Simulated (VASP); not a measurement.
# Sr (I4/mmm) in VASP: further runs, part 2 of 2

VASP 6.6.1. The steps go on from the part before.

**5. Single point, PBEsol**

This run uses another cell than the first one, of the same volume but with other edges.

INCAR

```
SYSTEM = Sr
ALGO = Normal
EDIFF = 1E-6
ENCUT = 520
GGA = PS
ISIF = 2
ISMEAR = 0
LASPH = .TRUE.
LCHARG = .TRUE.
LELF = .TRUE.
LREAL = .FALSE.
LVHAR = .TRUE.
LWAVE = .FALSE.
NBANDS = 11
NELM = 60
PREC = Accurate
SIGMA = 0.03
```

KPOINTS

```
k-points
0
G
  10 10 10
  0 0 0
```

POSCAR

```
Sr
1.0
    0.0000000000      3.3050470070      2.5779366655
    3.3050470070      0.0000000000      2.5779366655
    3.3050470070      3.3050470070      0.0000000000
Sr
1
Direct
    0.0000000000      0.0000000000      0.0000000000
```

Potentials or basis: VASP PAW PBE potentials, release 64 (Sr_sv).

Started as:

```console
> cat potpaw_PBE.64/Sr_sv/POTCAR > POTCAR
> mpirun -np 1 vasp_std > vasp.out
```

OUTCAR:

```text
SYSTEM = Sr
   EDIFF = 1E-6
   ENCUT = 520
   GGA = PS
   ISIF = 2
   ISMEAR = 0
   LASPH = .TRUE.
   LREAL = .FALSE.
   NELM = 60
   PREC = Accurate

 ion  position               nearest neighbor table
   1  0.000  0.000  0.000-

  LATTYP: Found a body centered tetragonal cell.
 ALAT       =     4.6740423016
 C/A-ratio  =     1.1030865787

  Lattice vectors:

 A1 = (   0.0000000000,  -3.3050470070,  -2.5779366655)
 A2 = (   0.0000000000,   3.3050470070,  -2.5779366655)
 A3 = (   3.3050470070,   0.0000000000,   2.5779366655)

Analysis of symmetry for initial positions (statically):
=====================================================================
 Subroutine PRICEL returns:
 Original cell was already a primitive cell.

 Routine SETGRP: Setting up the symmetry group for a
 body centered tetragonal supercell.

 Subroutine GETGRP returns: Found 16 space group operations
 (whereof 16 operations were pure point group operations)
 out of a pool of 16 trial point group operations.

The static configuration has the point symmetry D_4h.

Analysis of symmetry for dynamics (positions and initial velocities):
=====================================================================
 Subroutine PRICEL returns:
 Original cell was already a primitive cell.

 Routine SETGRP: Setting up the symmetry group for a
 body centered tetragonal supercell.

 Subroutine GETGRP returns: Found 16 space group operations
 (whereof 16 operations were pure point group operations)
 out of a pool of 16 trial point group operations.

The dynamic configuration has the point symmetry D_4h.

 Subroutine INISYM returns: Found 16 space group operations
 (whereof 16 operations are pure point group operations),
 and found     1 'primitive' translations

----------------------------------------------------------------------------------------
[... 114 lines left out ...]
  Thomas-Fermi vector in A             =   2.045416
   LORBIT       =      0    0 simple, 1 ext, 2 COOP (PROOUT), +10 PAW based schemes
   GGA     = PS    functional components
   LHFCALC =     F    Hartree Fock is set to
   AEXX    =    0.0000 exact exchange contribution
   IVDW    =     0    specifies the selected vdW correction
   LEPSILON=     F    determine dielectric tensor
   LRPA    =     F    only Hartree local field effects (RPA)
 non-spin polarized calculation
 Gauss-broadening in eV      SIGMA  =   0.03
  energy-cutoff  :      520.00
  volume of cell :       56.32
 maximum number of plane-waves:      1530
   NGX = 15   NGY = 15   NGZ = 17

 number of electron      10.0000000 magnetization

 Free energy of the ion-electron system (eV)
  ---------------------------------------------------
  ext. energy  EPLUGINS =         0.00000000
  ---------------------------------------------------
  free energy    TOTEN  =        -1.81900855 eV

  energy without entropy =       -1.81831295  energy(sigma->0) =       -1.81866075

 E-fermi :   1.4776     XC(G=0):  -7.3565

 val. band max:        1.4748939109   @ k =   0.5000   0.4000   0.0000
 cond. band min:       1.4959073305   @ k =   0.5000   0.3000   0.0000
 fundamental gap:      0.0210134196
 Fermi energy:         1.4775934113

 k-point     1 :       0.0000    0.0000    0.0000
  band No.  band energies     occupation
      1     -35.1673      2.00000
      2     -17.0733      2.00000
      3     -17.0733      2.00000
      4     -17.0653      2.00000
      5      -2.1992      2.00000
      6       3.6141      0.00000
      7       3.6141      0.00000
      8       4.1305      0.00000
      9       4.6614      0.00000
     10       5.3777      0.00000
     11       8.9466      0.00000
[... 309 lines left out ...]
 k-point    24 :       0.4000    0.3000    0.0000
  band No.  band energies     occupation
      1     -35.1485      2.00000
      2     -17.2083      2.00000
      3     -17.1645      2.00000
      4     -17.1553      2.00000
      5       0.6452      2.00000
      6       1.8266      0.00000
      7       3.5543      0.00000
      8       4.0772      0.00000
      9       4.6299      0.00000
     10       5.8975      0.00000
     11       7.7332      0.00000

 [... further k-points ...]

------------------------ aborting loop because EDIFF is reached ----------------------------------------

  FORCE on cell =-STRESS in cart. coord.  units (eV):
  Direction    XX          YY          ZZ          XY          YZ          ZX
  --------------------------------------------------------------------------------------
  -------------------------------------------------------------------------------------
  Total       -0.3610470     -0.3610470     -0.3808137      0.0000000     -0.0000000      0.0000000
  in kB      -10.2710967    -10.2710967    -10.8334218      0.0000000     -0.0000000      0.0000000
  external PRESSURE =     -10.4585384 kB  Pullay stress =       0.0000000 kB

 VOLUME and BASIS-vectors are now :
 -----------------------------------------------------------------------------
  energy-cutoff  :      520.00
  volume of cell :       56.32
      direct lattice vectors                 reciprocal lattice vectors
     0.000000000  3.305047007  2.577936665    -0.151283779  0.151283779  0.193953562
     3.305047007  0.000000000  2.577936665     0.151283779 -0.151283779  0.193953562
     3.305047007  3.305047007  0.000000000     0.151283779  0.151283779 -0.193953562

 POSITION                                       TOTAL-FORCE (eV/Angst)
 -----------------------------------------------------------------------------------
      0.00000      0.00000      0.00000        -0.000000      0.000000     -0.000000
 -----------------------------------------------------------------------------------
    total drift:                                0.000000      0.000000     -0.000000

  FREE ENERGIE OF THE ION-ELECTRON SYSTEM (eV)
  ---------------------------------------------------
  free  energy   TOTEN  =        -1.8190085527 eV

  energy  without entropy=       -1.8183129489  energy(sigma->0) =       -1.81866075
```

OSZICAR:

```text
N       E                     dE             d eps       ncg     rms          rms(c)
DAV:   1     0.362435623530E+02    0.36244E+02   -0.47167E+03  2244   0.777E+02
DAV:   2    -0.610757841796E-01   -0.36305E+02   -0.35667E+02  2606   0.150E+02
DAV:   3    -0.174713103514E+01   -0.16861E+01   -0.16694E+01  3380   0.238E+01
DAV:   4    -0.181843008673E+01   -0.71299E-01   -0.71194E-01  2964   0.456E+00
DAV:   5    -0.181981366206E+01   -0.13836E-02   -0.13835E-02  3270   0.519E-01    0.111E+01
DAV:   6    -0.181910326055E+01    0.71040E-03   -0.63292E-03  2726   0.899E-01    0.619E+00
DAV:   7    -0.181894491719E+01    0.15834E-03   -0.11301E-02  2714   0.116E+00    0.263E-01
DAV:   8    -0.181897882686E+01   -0.33910E-04   -0.10528E-03  3499   0.193E-01    0.539E-02
DAV:   9    -0.181899975377E+01   -0.20927E-04   -0.17628E-05  2794   0.295E-02    0.250E-02
DAV:  10    -0.181900883228E+01   -0.90785E-05   -0.29133E-06  2807   0.156E-02    0.291E-03
DAV:  11    -0.181900855270E+01    0.27959E-06   -0.20522E-07  1611   0.362E-03
   1 F= -.18190086E+01 E0= -.18186608E+01  d E =-.695604E-03
```

Run time: 66 s. Hardware: 1 thread of Intel Xeon 8259CL, shared host; peak memory 0.22 GiB.

What came out:

```yaml
Free_energy: -1.8190 eV
Pressure: -1.0 GPa
Band_gap_on_the_k_mesh: zero (bands 5 and 6 overlap by 0.16 eV)
```

Caveat: the PAW data sets were made with another functional, which shifts forces and pressure a little.

**6. Single point, PBEsol**

This run uses another cell than the first one, of the same volume but with other edges.

INCAR

```
SYSTEM = Sr
  ALGO = Fast
  EDIFF = 1E-7
  ENCUT = 520
  GGA = PS
  ISIF = 2
  ISMEAR = 0
  LASPH = .True.
  LCHARG = .False.
  LREAL = .False.
  LWAVE = .False.
  NBANDS = 11
  NELM = 100
  PREC = Accurate
  SIGMA = 0.03
```

KPOINTS

```
k-points
0
Gamma
  10 10 10
  0 0 0
```

POSCAR

```
Sr
1.0
    0.0000000000      2.7875846061      3.6238599879
    2.7875846061      0.0000000000      3.6238599879
    2.7875846061      2.7875846061      0.0000000000
Sr
1
Direct
    0.0000000000      0.0000000000      0.0000000000
```

Potentials or basis: VASP PAW PBE potentials, release 64 (Sr_sv).

Started as:

```console
> cat potpaw_PBE.64/Sr_sv/POTCAR > POTCAR
> mpirun -np 1 vasp_std > vasp.out
```

Wall time 2.2 min (1 thread of Intel Xeon 8259CL, shared host); peak memory 0.23 GiB.

Results (log left out):

| Quantity | Value |
| --- | --- |
| Free energy | -1.7495 eV |
| Pressure | -0.9 GPa |
| Band gap on the k mesh | zero (bands 5 and 6 overlap by 0.20 eV) |

Stress tensor (GPa, compression positive):
```
 0.04  0.00  0.00
 0.00  0.04  0.00
 0.00  0.00 -2.77
```

Levels at points of the mesh, in eV from the Fermi level:
| k point | band 1 | band 2 | band 3 | band 4 | band 5 | band 6 | band 7 | band 8 | band 9 | band 10 |
| --- | --- | --- | --- | --- | --- | --- | --- | --- | --- | --- |
| (0.00, 0.00, 0.00) | -36.59 | -18.51 | -18.47 | -18.47 | -3.56 | 1.52 | 2.31 | 3.06 | 3.06 | 4.76 |
| (0.50, 0.00, 0.00) | -36.57 | -18.72 | -18.54 | -18.46 | -0.98 | 0.19 | 1.42 | 3.01 | 4.51 | 4.54 |
| (0.50, 0.50, 0.00) | -36.58 | -18.63 | -18.49 | -18.49 | -1.21 | -0.09 | 0.68 | 4.94 | 4.94 | 4.95 |
| (0.50, 0.00, 0.50) | -36.56 | -18.70 | -18.66 | -18.52 | -0.40 | 0.49 | 1.89 | 3.84 | 3.96 | 4.62 |

Caveat: the PAW data sets were made with another functional, which shifts forces and pressure a little.

**7. The runs side by side**

| cell | gap on the mesh (eV) | pressure (GPa) |
| --- | --- | --- |
| a = 4.694, b = 4.694, c = 3.833 Å, angles 65.9, 65.9, 48.2°, 1 atom | none | -0.7 |
| a = 4.215, b = 4.215, c = 4.542 Å, angles 57.4, 57.4, 65.2°, 1 atom | none | -1.0 |
| a = 4.472, b = 4.472, c = 4.049 Å, angles 63.1, 63.1, 53.8°, 1 atom | none | -1.0 |
| a = 4.192, b = 4.192, c = 4.674 Å, angles 56.1, 56.1, 67.8°, 1 atom | none | -1.0 |
| a = 4.572, b = 4.572, c = 3.942 Å, angles 64.5, 64.5, 51.1°, 1 atom | none | -0.9 |

Alike in all rows: task single point; level PBEsol; potentials or basis VASP PAW PBE potentials, release 64 (Sr_sv); no spin polarisation; k mesh 10 × 10 × 10; cutoff (eV) 520; smearing gaussian 0.03 eV.

Caveats: the PAW data sets were made with another functional, which shifts forces and pressure a little.

Total energies depend on the potentials used, so only differences within one code and one set of settings carry meaning.

The gap in the log of VASP goes by the Fermi energy; the results here count the filled bands.